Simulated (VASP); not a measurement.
# Ru in VASP: a series of runs

The runs below take Ru through single point, with AM05.

Program: VASP 6.6.1. These are calculated values, not measurements. Logs are shortened: lines on timing, memory, paths and dates and some standing lists are left out, and cuts for length are marked.

### Step 1. The cell of the first run

The cell holds a slab with vacuum, 5 atoms: a = 2.706 Å, b = 2.706 Å, c = 23.564 Å, α = 90.00°, β = 90.00°, γ = 120.00°.

### Step 2. Single point, AM05

The input, POSCAR:

```
Ru
1.0
    2.7057993342      0.0000000000      0.0000000000
   -1.3528996671      2.3432909610      0.0000000000
    0.0000000000      0.0000000000     23.5638000000
Ru
5
Direct
    0.3333333333      0.6666666666      0.3182848267
    0.6666666667      0.3333333334      0.4091424134
    0.3333333333      0.6666666666      0.5000000000
    0.6666666667      0.3333333334      0.5908575866
    0.3333333333      0.6666666666      0.6817151733
```

The input, INCAR.step1:

```
SYSTEM = Ru
ALGO = Normal
DIPOL = 0.5 0.5 0.500
EDIFF = 1E-5
EFERMI = MIDGAP
ENCUT = 400
GGA = PE
GGA_COMPAT = .False.
IDIPOL = 3
ISIF = 0
ISMEAR = 0
LASPH = .True.
LCHARG = .True.
LDIPOL = .True.
LREAL = .False.
LWAVE = .True.
NELM = 100
NELMDL = -8
PREC = Accurate
SIGMA = 0.03
```

The input, INCAR.step2:

```
SYSTEM = Ru
ALGO = All
DIPOL = 0.5 0.5 0.500
EDIFF = 1E-6
EFERMI = MIDGAP
ENCUT = 400
GGA = AM
GGA_COMPAT = .False.
IDIPOL = 3
ISEARCH = 1
ISIF = 0
ISMEAR = 0
ISTART = 1
LASPH = .True.
LCHARG = .False.
LDIPOL = .True.
LREAL = .False.
LWAVE = .False.
NELM = 100
NELMDL = -8
PREC = Accurate
SIGMA = 0.03
```

The input, KPOINTS:

```
k-points
0
Gamma
  7 7 1
```

Potentials or basis: VASP PAW PBE potentials, release 64 (Ru_pv).

Command:

```bash
$ cat potpaw_PBE.64/Ru_pv/POTCAR > POTCAR
$ cp INCAR.step1 INCAR
$ mpirun -np 1 vasp_std > vasp.out
$ cp INCAR.step2 INCAR
$ mpirun -np 1 vasp_std > vasp.out
```

OUTCAR:

```text
SYSTEM = Ru
   EDIFF = 1E-6
   EFERMI = MIDGAP
   ENCUT = 400
   GGA = AM
   ISIF = 0
   ISMEAR = 0
   ISTART = 1
   LASPH = .True.
   LREAL = .False.
   NELM = 100
   NELMDL = -8
   PREC = Accurate

 Found      8 irreducible k-points:

 Following reciprocal coordinates:
            Coordinates               Weight
  0.000000  0.000000  0.000000      1.000000
  0.142857 -0.000000  0.000000      6.000000
  0.285714 -0.000000  0.000000      6.000000
  0.428571 -0.000000  0.000000      6.000000
  0.142857  0.142857  0.000000      6.000000
  0.285714  0.142857  0.000000     12.000000
   k-points           NKPTS =      8   k-points in BZ     NKDIM =      8   number of bands    NBANDS=     42
   number of dos      NEDOS =    301   number of ions     NIONS =      5
   total plane-waves  NPLWV =  51840
   dimension x,y,z NGX =    18 NGY =   18 NGZ =  160
   dimension x,y,z NGXF=    36 NGYF=   36 NGZF=  320
   ions per type =               5
   NGX,Y,Z   is equivalent  to a cutoff of  11.06, 11.06, 11.29 a.u.
   NGXF,Y,Z  is equivalent  to a cutoff of  22.12, 22.12, 22.58 a.u.
 SYSTEM =  Ru
   PREC   = accura    normal or accurate (medium, high low for compatibility)
   ISTART =      1    job   : 0-new  1-cont  2-samecut
   ICHARG =      0    charge: 1-file 2-atom 10-const
   ISPIN  =      1    spin polarized calculation?
   LNONCOLLINEAR =      F non collinear calculations
   LSORBIT =      F    spin-orbit coupling
   LASPH  =      T    aspherical Exc in radial PAW
   ENCUT  =  400.0 eV  29.40 Ry    5.42 a.u.   4.41  4.41 38.43*2*pi/ulx,y,z
   NELM   =    100;   NELMIN=  2; NELMDL= -8     # of ELM steps
   EDIFF  = 0.1E-05   stopping-criterion for ELM
   LREAL  =      F    real-space projection
   EDIFFG = 0.1E-04   stopping-criterion for IOM
   NSW    =      0    number of steps for IOM
   IBRION =     -1    ionic relax: 0-MD 1-quasi-New 2-CG
   NFREE  =      0    steps in history (QN), initial steepest desc. (CG)
   ISIF   =      0    stress and relaxation
   ISYM   =      2    0-nonsym 1-usesym 2-fastsym
   POTIM  = 0.5000    time-step for ionic-motion
   TEBEG  =    0.0;   TEEND  =   0.0 temperature during run

   SCALEE = 1.0000    scale energy and forces
   PSTRESS=    0.0 pullay stress
   NELECT =      70.0000    total number of electrons
   NUPDOWN=      -1.0000    fix difference up-down
   EMIN   =  10.00;   EMAX   =-10.00  energy-range for DOS
   EFERMI =   0.00;   METHOD = MIDGAP
   ISMEAR =     0;   SIGMA  =   0.03  broadening in eV -4-tet -1-fermi 0-gaus
   EFERMI_NEDOS =   21; number of points for ismear=-14 and -15
   IALGO  =     58    algorithm
   IMIX   =      4    mixing-type and parameters
     AMIX     =   0.40;   BMIX     =  1.00
     AMIX_MAG =   1.60;   BMIX_MAG =  1.00
  volume/ion in A,a.u.               =      29.88       201.65
  Fermi-wavevector in a.u.,A,eV,Ry     =   1.271506  2.402798 21.996919  1.616728
  Thomas-Fermi vector in A             =   2.404435
   LORBIT       =      0    0 simple, 1 ext, 2 COOP (PROOUT), +10 PAW based schemes
   GGA     = AM    functional components
   LHFCALC =     F    Hartree Fock is set to
   AEXX    =    0.0000 exact exchange contribution
   IVDW    =     0    specifies the selected vdW correction
   LEPSILON=     F    determine dielectric tensor
   LRPA    =     F    only Hartree local field effects (RPA)

   CSHIFT  =0.1000    complex shift for real part using Kramers Kronig

   OMEGAMAX=  -1.0    maximum frequency
 non-spin polarized calculation
 Gauss-broadening in eV      SIGMA  =   0.03
  energy-cutoff  :      400.00
  volume of cell :      149.41
 maximum number of plane-waves:      2771
 NGX is ok and might be reduce to    18
   NGX =  9   NGY =  9   NGZ = 77

 added-field ion interaction         -0.000000 eV  (added to PSCEN)

 number of electron      69.9999964 magnetization

 DIPCOR: dipole corrections for dipol
 direction  3 min pos     1,
 dipolmoment           0.000000      0.000000     -0.000000 electrons x Angstroem
 Tr[quadrupol]      -114.244868

 energy correction for charged system         0.000000 eV

 dipol+quadrupol energy correction           -0.000000 eV

 added-field ion interaction          0.000000 eV  (added to PSCEN)

 Free energy of the ion-electron system (eV)
  ---------------------------------------------------
  ext. energy  EPLUGINS =         0.00000000
  ---------------------------------------------------
  free energy    TOTEN  =       -46.95404385 eV

  energy without entropy =      -46.95088593  energy(sigma->0) =      -46.95246489

 E-fermi :   3.1494     XC(G=0):  -8.0633

 val. band max:        3.0991995552   @ k =   0.2857  -0.0000   0.0000
 cond. band min:       3.1640152005   @ k =   0.1429   0.1429   0.0000
 fundamental gap:      0.0648156452
 Fermi energy:         3.1493718959

 k-point     1 :       0.0000    0.0000    0.0000
  band No.  band energies     occupation
      1     -40.3769      2.00000
      2     -40.1227      2.00000
      3     -39.6913      2.00000
      4     -39.5086      2.00000
      5     -39.5086      2.00000
      6     -39.4928      2.00000
[... 34 lines left out ...]
     41       4.2158      0.00000
     42       7.6233      0.00000

 k-point     2 :       0.1429   -0.0000    0.0000
  band No.  band energies     occupation
      1     -40.3220      2.00000
      2     -40.1030      2.00000
      3     -39.7746      2.00000
      4     -39.6618      2.00000
      5     -39.5483      2.00000
      6     -39.5367      2.00000
[... 34 lines left out ...]
     41       3.6708      0.00000
     42       4.7568      0.00000

 k-point     3 :       0.2857   -0.0000    0.0000
  band No.  band energies     occupation
      1     -40.2100      2.00000
      2     -40.1141      2.00000
      3     -40.0260      2.00000
      4     -39.9705      2.00000
      5     -39.6812      2.00000
      6     -39.6433      2.00000
[... 34 lines left out ...]
     41       4.2382      0.00000
     42       9.0311      0.00000

 k-point     4 :       0.4286   -0.0000    0.0000
  band No.  band energies     occupation
      1     -40.3196      2.00000
      2     -40.2639      2.00000
      3     -40.1673      2.00000
      4     -40.0565      2.00000
      5     -39.8869      2.00000
      6     -39.7970      2.00000
[... 34 lines left out ...]
     41       5.8846      0.00000
     42       9.4925      0.00000

 k-point     5 :       0.1429    0.1429    0.0000
  band No.  band energies     occupation
      1     -40.2323      2.00000
      2     -40.0922      2.00000
      3     -39.9441      2.00000
      4     -39.8672      2.00000
      5     -39.6668      2.00000
      6     -39.6257      2.00000
[... 34 lines left out ...]
     41       4.6309      0.00000
     42       7.9520      0.00000

 k-point     6 :       0.2857    0.1429    0.0000
  band No.  band energies     occupation
      1     -40.2213      2.00000
      2     -40.1594      2.00000
      3     -40.0928      2.00000
      4     -40.0505      2.00000
      5     -39.8281      2.00000
      6     -39.7640      2.00000
[... 34 lines left out ...]
     41       7.3285      0.00000
     42       8.4222      0.00000

 [... further k-points ...]

------------------------ aborting loop because EDIFF is reached ----------------------------------------

 vacuum level on the upper side and lower side of the slab       (xc-potential included)        -6.003        -6.003

 VOLUME and BASIS-vectors are now :
 -----------------------------------------------------------------------------
  energy-cutoff  :      400.00
  volume of cell :      149.41
      direct lattice vectors                 reciprocal lattice vectors
     2.705799334  0.000000000  0.000000000     0.369576556  0.213375124  0.000000000
    -1.352899667  2.343290961  0.000000000     0.000000000  0.426750249  0.000000000
     0.000000000  0.000000000 23.563800000     0.000000000  0.000000000  0.042437977

 POSITION                                       TOTAL-FORCE (eV/Angst)
 -----------------------------------------------------------------------------------
     -0.00000      1.56219      7.50000        -0.000000      0.000000      1.210228
      1.35290      0.78110      9.64095        -0.000000     -0.000000     -0.832759
     -0.00000      1.56219     11.78190        -0.000000     -0.000000      0.000000
      1.35290      0.78110     13.92285         0.000000      0.000000      0.832759
     -0.00000      1.56219     16.06380         0.000000      0.000000     -1.210228
 -----------------------------------------------------------------------------------
    total drift:                                0.000000      0.000000      0.000000

  FREE ENERGIE OF THE ION-ELECTRON SYSTEM (eV)
  ---------------------------------------------------
  free  energy   TOTEN  =       -46.9540438529 eV

  energy  without entropy=      -46.9508845351  energy(sigma->0) =      -46.95246419

 vacuum level on the upper side and lower side of the slab         2.060         2.060
```

Run time: 4.8 min. Hardware: 1 thread of Intel Xeon 6975P-C (Granite Rapids), shared host; peak memory 0.24 GiB.

Results:

```yaml
Free_energy: -46.9540 eV
Largest_force: 1.210 eV/Å
Band_gap_on_the_k_mesh: zero (bands 35 and 36 overlap by 2.31 eV)
```

Forces in eV/Å, atoms in the order of the input:
```
Ru   0.000  0.000  1.210
Ru   0.000  0.000 -0.833
Ru   0.000  0.000  0.000
Ru   0.000  0.000  0.833
Ru   0.000  0.000 -1.210
```

Caveat: the k points lie up to 0.38 Å⁻¹ apart, too coarse for converged energies and pressures of a metal; the PAW data sets were made with another functional, which shifts forces and pressure a little.

### Step 3. Single point, AM05

POSCAR is that of step 2.

INCAR.step1 is that of step 2.

INCAR.step2 is that of step 2.

KPOINTS is that of step 2.

Potentials or basis: VASP PAW PBE potentials, release 64 (Ru_pv).

Command:

```bash
$ cat potpaw_PBE.64/Ru_pv/POTCAR > POTCAR
$ cp INCAR.step1 INCAR
$ mpirun -np 1 vasp_std > vasp.out
$ cp INCAR.step2 INCAR
$ mpirun -np 1 vasp_std > vasp.out
```

Run time: 4.1 min. Hardware: 1 thread of Intel Xeon 6975P-C (Granite Rapids), shared host; peak memory 0.23 GiB.

The run converged. Its results:

| Item | Value |
| --- | --- |
| Free energy | -46.9540 eV |
| Largest force | 1.210 eV/Å |
| Band gap on the k mesh | zero (bands 35 and 36 overlap by 2.31 eV) |

Forces in eV/Å, atoms in the order of the input:
```
Ru   0.000  0.000  1.210
Ru   0.000  0.000 -0.833
Ru   0.000  0.000  0.000
Ru   0.000  0.000  0.833
Ru   0.000  0.000 -1.210
```

Levels at points of the mesh, in eV from the Fermi level:
```
           k point  band 32  band 33  band 34  band 35  band 36  band 37  band 38  band 39
(0.00, 0.00, 0.00)    -1.88    -1.88    -1.28    -0.96    -0.96    -0.17    -0.17     0.29
```

Caveat: the k points lie up to 0.38 Å⁻¹ apart, too coarse for converged energies and pressures of a metal; the PAW data sets were made with another functional, which shifts forces and pressure a little.
